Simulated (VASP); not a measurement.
# MoS2 (P6_3/mmc) in VASP: a series of runs

MoS2 is run at these levels: PBE, LDA; tasks: single point.

All numbers are computed with VASP 6.6.1; they aren't measurements. Logs are shortened: lines on timing, memory, paths and dates and some standing lists are left out, and cuts for length are marked.

**1. The cell of the first run**

The structure is hexagonal, space group P6_3/mmc (No. 194). The conventional cell has a = 3.173 Å, b = 3.173 Å, c = 12.436 Å, α = 90.00°, β = 90.00°, γ = 120.00°. Mo (site symmetry -6m2) has 6 S at 2.40 Å and 6 Mo at 3.17 Å within 3.2 Å. Within 3.2 Å of S (site symmetry 3m) lie 3 Mo at 2.40 Å and 7 S at 3.11 to 3.17 Å.

**2. Single point, PBE**

INCAR reads:

```
PREC = Accurate ; ENCUT = 520
EDIFF = 1E-6 ; ISMEAR = -1
SIGMA = 0.02 ; LREAL = False
LASPH = True ; NELM = 80
ALGO = Normal ; ISIF = 2
LWAVE = False ; LCHARG = True
GGA = PE ; LELF = True
LVHAR = True ; NBANDS = 35
```

KPOINTS reads:

```
Automatic mesh
0
Gamma
  12 12 2
```

POSCAR reads:

```
MoS2
1.0
    3.1730295620      0.0000000000      0.0000000000
   -1.5865147810      2.7479242076      0.0000000000
    0.0000000000      0.0000000000     12.4357317875
Mo S
2 4
Direct
    0.6666666667      0.3333333333      0.2500015202
    0.3333333333      0.6666666667      0.7499984798
    0.3333333333      0.6666666667      0.3751025717
    0.6666666667      0.3333333333      0.8750994933
    0.3333333333      0.6666666667      0.1249005067
    0.6666666667      0.3333333333      0.6248974283
```

Potentials or basis: VASP PAW PBE potentials, release 64 (Mo_sv, S).

The run is started by

```sh
> cat potpaw_PBE.64/Mo_sv/POTCAR potpaw_PBE.64/S/POTCAR > POTCAR
> mpirun -np 1 vasp_std > vasp.out
```

OUTCAR:

```text
PREC = Accurate
   ENCUT = 520
   EDIFF = 1E-6
   ISMEAR = -1
   LREAL = False
   LASPH = True
   NELM = 80
   ISIF = 2
   GGA = PE

 ion  position               nearest neighbor table
   1  0.667  0.333  0.250-   5 2.40   5 2.40   5 2.40   3 2.40   3 2.40   3 2.40
   2  0.333  0.667  0.750-   4 2.40   4 2.40   4 2.40   6 2.40   6 2.40   6 2.40
   3  0.333  0.667  0.375-   1 2.40   1 2.40   1 2.40
   4  0.667  0.333  0.875-   2 2.40   2 2.40   2 2.40
   5  0.333  0.667  0.125-   1 2.40   1 2.40   1 2.40
   6  0.667  0.333  0.625-   2 2.40   2 2.40   2 2.40

  LATTYP: Found a hexagonal cell.
 ALAT       =     3.1730295620
 C/A-ratio  =     3.9191982125

  Lattice vectors:

 A1 = (   3.1730295620,   0.0000000000,   0.0000000000)
 A2 = (  -1.5865147810,   2.7479242076,   0.0000000000)
 A3 = (   0.0000000000,   0.0000000000,  12.4357317875)

Analysis of symmetry for initial positions (statically):
=====================================================================
 Subroutine PRICEL returns:
 Original cell was already a primitive cell.

 Routine SETGRP: Setting up the symmetry group for a
 hexagonal supercell.

 Subroutine GETGRP returns: Found 24 space group operations
 (whereof 12 operations were pure point group operations)
 out of a pool of 24 trial point group operations.

The static configuration has the point symmetry D_3d.
 The point group associated with its full space group is D_6h.

Analysis of symmetry for dynamics (positions and initial velocities):
=====================================================================
 Subroutine PRICEL returns:
 Original cell was already a primitive cell.

 Routine SETGRP: Setting up the symmetry group for a
 hexagonal supercell.

 Subroutine GETGRP returns: Found 24 space group operations
 (whereof 12 operations were pure point group operations)
 out of a pool of 24 trial point group operations.

The dynamic configuration has the point symmetry D_3d.
 The point group associated with its full space group is D_6h.

 Subroutine INISYM returns: Found 24 space group operations
 (whereof 12 operations are pure point group operations),
 and found     1 'primitive' translations

----------------------------------------------------------------------------------------

                                     Primitive cell

  volume of cell :     108.4302

  direct lattice vectors                    reciprocal lattice vectors
     3.173029562  0.000000000  0.000000000     0.315156219  0.181955528  0.000000000
    -1.586514781  2.747924208  0.000000000     0.000000000  0.363911056  0.000000000
     0.000000000  0.000000000 12.435731787     0.000000000  0.000000000  0.080413442

  length of vectors
     3.173029562  3.173029562 12.435731787     0.363911056  0.363911056  0.080413442

  position of ions in fractional coordinates (direct lattice)
     0.666666667  0.333333333  0.250001520
     0.333333333  0.666666667  0.749998480
     0.333333333  0.666666667  0.375102572
     0.666666667  0.333333333  0.875099493
     0.333333333  0.666666667  0.124900507
     0.666666667  0.333333333  0.624897428

  ion indices of the primitive-cell ions
   primitive index   ion index
                 1           1
                 2           2
                 3           3
                 4           4
                 5           5
                 6           6

----------------------------------------------------------------------------------------

 KPOINTS: Automatic mesh

Automatic generation of k-mesh.
 Grid dimensions read from file:
 generate k-points for:   12   12    2

 Generating k-lattice:

  Cartesian coordinates                     Fractional coordinates (reciprocal lattice)
     0.026263018  0.015162961  0.000000000     0.083333333  0.000000000  0.000000000
     0.000000000  0.030325921  0.000000000     0.000000000  0.083333333  0.000000000
     0.000000000  0.000000000  0.040206721     0.000000000  0.000000000  0.500000000

  Length of vectors
     0.030325921  0.030325921  0.040206721

  Shift w.r.t. Gamma in fractional coordinates (k-lattice)
     0.000000000  0.000000000  0.000000000

 Subroutine IBZKPT returns following result:
 ===========================================

 Found     38 irreducible k-points:

 Following reciprocal coordinates:
            Coordinates               Weight
  0.000000  0.000000  0.000000      1.000000
  0.083333 -0.000000  0.000000      6.000000
  0.166667  0.000000  0.000000      6.000000
  0.250000  0.000000  0.000000      6.000000
  0.333333 -0.000000  0.000000      6.000000
  0.416667  0.000000  0.000000      6.000000
[... 16 lines left out ...]
  0.250000  0.000000  0.500000      6.000000
  0.333333 -0.000000  0.500000      6.000000
 [... further k-points ...]
   k-points           NKPTS =     38   k-points in BZ     NKDIM =     38   number of bands    NBANDS=     35
   number of dos      NEDOS =    301   number of ions     NIONS =      6
   total plane-waves  NPLWV =  55296
   dimension x,y,z NGX =    24 NGY =   24 NGZ =   96
   dimension x,y,z NGXF=    48 NGYF=   48 NGZF=  192
   ions per type =               2   4
   NGX,Y,Z   is equivalent  to a cutoff of  12.57, 12.57, 12.83 a.u.
   NGXF,Y,Z  is equivalent  to a cutoff of  25.15, 25.15, 25.67 a.u.
 SYSTEM =  unknown system
   PREC   = accura    normal or accurate (medium, high low for compatibility)
   ISTART =      0    job   : 0-new  1-cont  2-samecut
   ICHARG =      2    charge: 1-file 2-atom 10-const
   ISPIN  =      1    spin polarized calculation?
   LNONCOLLINEAR =      F non collinear calculations
   LSORBIT =      F    spin-orbit coupling
   LASPH  =      T    aspherical Exc in radial PAW
   ENCUT  =  520.0 eV  38.22 Ry    6.18 a.u.   5.90  5.90 23.12*2*pi/ulx,y,z
   NELM   =     80;   NELMIN=  2; NELMDL= -5     # of ELM steps
   EDIFF  = 0.1E-05   stopping-criterion for ELM
   LREAL  =      F    real-space projection
   EDIFFG = 0.1E-04   stopping-criterion for IOM
   NSW    =      0    number of steps for IOM
   IBRION =     -1    ionic relax: 0-MD 1-quasi-New 2-CG
   NFREE  =      0    steps in history (QN), initial steepest desc. (CG)
   ISIF   =      2    stress and relaxation
   ISYM   =      2    0-nonsym 1-usesym 2-fastsym
   POTIM  = 0.5000    time-step for ionic-motion
   TEBEG  =    0.0;   TEEND  =   0.0 temperature during run
   PSTRESS=    0.0 pullay stress
   NELECT =      52.0000    total number of electrons
   NUPDOWN=      -1.0000    fix difference up-down
   EMIN   =  10.00;   EMAX   =-10.00  energy-range for DOS
   EFERMI =   0.00;   METHOD = LEGACY
   ISMEAR =    -1;   SIGMA  =   0.02  broadening in eV -4-tet -1-fermi 0-gaus
   EFERMI_NEDOS =   21; number of points for ismear=-14 and -15
   IALGO  =     38    algorithm
   IMIX   =      4    mixing-type and parameters
     AMIX     =   0.40;   BMIX     =  1.00
     AMIX_MAG =   1.60;   BMIX_MAG =  1.00
  volume/ion in A,a.u.               =      18.07       121.95
  Fermi-wavevector in a.u.,A,eV,Ry     =   1.281423  2.421538 22.341380  1.642045
  Thomas-Fermi vector in A             =   2.413794
   LORBIT       =      0    0 simple, 1 ext, 2 COOP (PROOUT), +10 PAW based schemes
   GGA     = PE    functional components
   LHFCALC =     F    Hartree Fock is set to
   AEXX    =    0.0000 exact exchange contribution
   IVDW    =     0    specifies the selected vdW correction
   LEPSILON=     F    determine dielectric tensor
   LRPA    =     F    only Hartree local field effects (RPA)
 non-spin polarized calculation
  energy-cutoff  :      520.00
  volume of cell :      108.43
 maximum number of plane-waves:      2944
 NGX is ok and might be reduce to    24
   NGX = 11   NGY = 11   NGZ = 47

 number of electron      51.9999999 magnetization

 Free energy of the ion-electron system (eV)
  ---------------------------------------------------
  ext. energy  EPLUGINS =         0.00000000
  ---------------------------------------------------
  free energy    TOTEN  =       -43.63261189 eV

  energy without entropy =      -43.63261189  energy(sigma->0) =      -43.63261189

 E-fermi :   7.7160     XC(G=0): -10.7284

 val. band max:        7.3324702728   @ k =   0.0000   0.0000   0.0000
 cond. band min:       8.2841392616   @ k =   0.1667   0.1667   0.0000
 fundamental gap:      0.9516689888
 Fermi energy:         7.7160273340

 k-point     1 :       0.0000    0.0000    0.0000
  band No.  band energies     occupation
      1     -54.1699      2.00000
      2     -54.1699      2.00000
      3     -28.3188      2.00000
      4     -28.3187      2.00000
      5     -28.1058      2.00000
      6     -28.1058      2.00000
[... 27 lines left out ...]
     34       9.7912      0.00000
     35      12.8687      0.00000

 k-point     2 :       0.0833   -0.0000    0.0000
  band No.  band energies     occupation
      1     -54.1673      2.00000
      2     -54.1673      2.00000
      3     -28.3136      2.00000
      4     -28.3135      2.00000
      5     -28.1323      2.00000
      6     -28.1323      2.00000
[... 27 lines left out ...]
     34       9.6834      0.00000
     35      13.3806      0.00000

 k-point     3 :       0.1667    0.0000    0.0000
  band No.  band energies     occupation
      1     -54.1602      2.00000
      2     -54.1601      2.00000
      3     -28.2994      2.00000
      4     -28.2993      2.00000
      5     -28.2040      2.00000
      6     -28.2040      2.00000
[... 27 lines left out ...]
     34      10.1173      0.00000
     35      14.3687      0.00000
[... 723 lines left out ...]
 k-point    23 :       0.2500    0.0000    0.5000
  band No.  band energies     occupation
      1     -54.1504      2.00000
      2     -54.1504      2.00000
      3     -28.3007      2.00000
      4     -28.3007      2.00000
      5     -28.2799      2.00000
      6     -28.2799      2.00000
[... 27 lines left out ...]
     34      10.4966      0.00000
     35      14.7664      0.00000

 k-point    24 :       0.3333   -0.0000    0.5000
  band No.  band energies     occupation
      1     -54.1406      2.00000
      2     -54.1406      2.00000
      3     -28.3960      2.00000
      4     -28.3960      2.00000
      5     -28.2604      2.00000
      6     -28.2604      2.00000
[... 27 lines left out ...]
     34      10.8075      0.00000
     35      14.1119      0.00000

 [... further k-points ...]

------------------------ aborting loop because EDIFF is reached ----------------------------------------

  FORCE on cell =-STRESS in cart. coord.  units (eV):
  Direction    XX          YY          ZZ          XY          YZ          ZX
  --------------------------------------------------------------------------------------
  -------------------------------------------------------------------------------------
  Total        1.2285401      1.2285401      2.1394607      0.0000000      0.0000000      0.0000000
  in kB       18.1530540     18.1530540     31.6129243      0.0000000      0.0000000      0.0000000
  external PRESSURE =      22.6396775 kB  Pullay stress =       0.0000000 kB

 VOLUME and BASIS-vectors are now :
 -----------------------------------------------------------------------------
  energy-cutoff  :      520.00
  volume of cell :      108.43
      direct lattice vectors                 reciprocal lattice vectors
     3.173029562  0.000000000  0.000000000     0.315156219  0.181955528  0.000000000
    -1.586514781  2.747924208  0.000000000     0.000000000  0.363911056  0.000000000
     0.000000000  0.000000000 12.435731787     0.000000000  0.000000000  0.080413442

 POSITION                                       TOTAL-FORCE (eV/Angst)
 -----------------------------------------------------------------------------------
      1.58651      0.91597      3.10895        -0.000000     -0.000000     -0.000000
     -0.00000      1.83195      9.32678         0.000000      0.000000      0.000000
     -0.00000      1.83195      4.66467        -0.000000      0.000000      0.097575
      1.58651      0.91597     10.88250         0.000000     -0.000000      0.097575
     -0.00000      1.83195      1.55323        -0.000000      0.000000     -0.097575
      1.58651      0.91597      7.77106         0.000000     -0.000000     -0.097575
 -----------------------------------------------------------------------------------
    total drift:                               -0.000000      0.000000     -0.000000

  FREE ENERGIE OF THE ION-ELECTRON SYSTEM (eV)
  ---------------------------------------------------
  free  energy   TOTEN  =       -43.6326118889 eV

  energy  without entropy=      -43.6326118889  energy(sigma->0) =      -43.63261189
```

Wall time 3 min (1 thread of Intel Xeon 8259CL, shared host); peak memory 0.29 GiB.

Results:

```yaml
Free_energy: -43.6326 eV
Pressure: 2.3 GPa
Largest_force: 0.098 eV/Å
Band_gap_on_the_k_mesh: 0.95 eV (least direct gap 1.64 eV)
```

Forces on the atoms (eV/Å):
```
Mo   0.000  0.000  0.000
Mo   0.000  0.000  0.000
S    0.000  0.000  0.098
S    0.000  0.000  0.098
S    0.000  0.000 -0.098
S    0.000  0.000 -0.098
```

Stress tensor (GPa, compression positive):
```
1.82 0.00 0.00
0.00 1.82 0.00
0.00 0.00 3.16
```

Caveat: this functional lacks dispersion, which binds the layers, so the pressure and a relaxed spacing across them are unreliable.

**3. Single point, LDA**

INCAR reads:

```
ALGO = Normal ; EDIFF = 1E-7
ENCUT = 520 ; GGA = CA
ISIF = 2 ; ISMEAR = 0
LASPH = True ; LCHARG = True
LELF = True ; LREAL = False
LVHAR = True ; LWAVE = False
NBANDS = 35 ; NELM = 60
PREC = Accurate ; SIGMA = 0.01
```

KPOINTS reads:

```
k-points
0
Gamma
  12 12 2
```

POSCAR is that of step 2.

Potentials or basis: VASP PAW LDA potentials, release 64 (Mo_sv, S).

The run is started by

```sh
> cat potpaw_LDA.64/Mo_sv/POTCAR potpaw_LDA.64/S/POTCAR > POTCAR
> mpirun -np 1 vasp_std > vasp.out
```

Run time: 4 min. Hardware: 1 thread of Intel Xeon 8259CL, shared host; peak memory 0.26 GiB.

The run converged. Its results:

```
Free energy            : -48.8863 eV
Pressure               : -5.0 GPa
Largest force          : 0.306 eV/Å
Band gap on the k mesh : 0.87 eV (least direct gap 1.64 eV)
```

Forces on the atoms (eV/Å):
```
Mo   0.000  0.000  0.000
Mo   0.000  0.000  0.000
S    0.000  0.000 -0.306
S    0.000  0.000 -0.306
S    0.000  0.000  0.306
S    0.000  0.000  0.306
```

Stress tensor (GPa, compression positive):
```
-5.54  0.00  0.00
 0.00 -5.54  0.00
 0.00  0.00 -4.05
```

Levels at points of the mesh, in eV from the valence-band top:
```tsv
k point	band 24	band 25	band 26	band 27	band 28	band 29
(0.00, 0.00, 0.00)	-1.22	-1.14	0.00	2.09	2.09	2.11
(0.50, 0.00, 0.00)	-1.55	-1.40	-1.28	1.56	1.61	1.97
(0.00, 0.00, 0.50)	-2.20	-0.27	-0.27	2.10	2.10	2.10
(0.50, 0.00, 0.50)	-1.64	-1.33	-1.33	1.58	1.58	2.11
```

Caveat: the cell stands under tension.
